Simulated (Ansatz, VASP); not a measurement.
Two plane-wave programs on Ru

```
CELL_PARAMETERS angstrom
2.69635 0.00000 0.00000
-1.34818 2.33511 0.00000
0.00000 0.00000 4.23633
ATOMIC_POSITIONS crystal
Ru 0.33333 0.66667 0.25000
Ru 0.66667 0.33333 0.75000
```

Alike in both runs: functional PBEsol; k mesh 10 × 10 × 6; occupations fermi-dirac, width 0.1 eV; no spin polarisation.

Ansatz relaxed the structure, and its values are those at the end. VASP's run is a single point on that final structure, the one shown.

|  | VASP | Ansatz |
| --- | --- | --- |
| version | VASP 6.6.1 | Ansatz 0.2.0 |
| potentials or method | VASP PAW PBE potentials, release 64 (Ru_pv) | plane waves, PAW |
| plane-wave cutoff (eV) | 520 | 420 |
| valence electrons in the cell | 28 | 32 |

```tsv
	VASP	Ansatz	Ansatz less VASP
pressure (GPa)	0.0	0.0	+0.04
```

VASP's potentials were made for PBE, not for PBEsol. The functional is the same, so the differences come from potentials, cutoffs and numerics. VASP's potentials hold 28 valence electrons a cell and Ansatz's 32, so a difference there can come from the potentials and not from the codes.
